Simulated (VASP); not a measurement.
Set up this calculation in VASP 6.6.1, as the native input.

| Quantity | Value |
| --- | --- |
| Task | single point |
| Functional | PBE |
| Potentials or basis | VASP PAW PBE potentials, release 64 (Sn_d, O) |
| Cutoff | 520 eV |
| k mesh | 9 × 9 × 2 |
| Occupations | gaussian, width 0.01 eV |
| Spin | no spin polarisation |
| Dipole correction | no |
| Further INCAR settings | ALGO = Normal; EDIFF = 1e-06; NBANDS = 28 |

The structure of SnO lies in POSCAR:

```
SnO
1.0
    3.2926429927      0.0000000000      0.0000000000
   -1.6463214964      2.8515124773      0.0000000000
    0.0000000000      0.0000000000      9.0039959686
Sn O
2 2
Direct
    0.3333333333      0.6666666667     -0.0059446236
    0.6666666667      0.3333333333      0.4940553764
    0.3333333333      0.6666666667      0.3809446236
    0.6666666667      0.3333333333      0.8809446236
```

This cell differs from its parent crystal: volume changed by -6%.

These files were run (other wordings do the same):

INCAR

```
SYSTEM = SnO
ALGO = Normal
EDIFF = 1E-6
ENCUT = 520
GGA = PE
ISIF = 2
ISMEAR = 0
LASPH = .True.
LCHARG = .True.
LELF = .True.
LREAL = .False.
LVHAR = .True.
LWAVE = .False.
NBANDS = 28
NELM = 100
PREC = Accurate
SIGMA = 0.01
```

KPOINTS

```
k-points
0
Gamma
  9 9 2
  0 0 0
```

Potentials or basis: VASP PAW PBE potentials, release 64 (Sn_d, O).

Command:

```console
$ cat potpaw_PBE.64/Sn_d/POTCAR potpaw_PBE.64/O/POTCAR > POTCAR
$ mpirun -np 1 vasp_std > vasp.out
```

Results of the run:

```json
{
  "Pressure": "4.4 GPa",
  "Largest force": "0.675 eV/Å",
  "Band gap on the k mesh": "1.35 eV, indirect (least direct gap 1.73 eV)"
}
```

Caveat: spin-orbit coupling is left out, which moves the levels of the heavy elements.

Run time: 48 s on 1 thread of Intel(R) Xeon(R) 6975P-C (Granite Rapids) (shared host), peak memory 0.21 GiB.
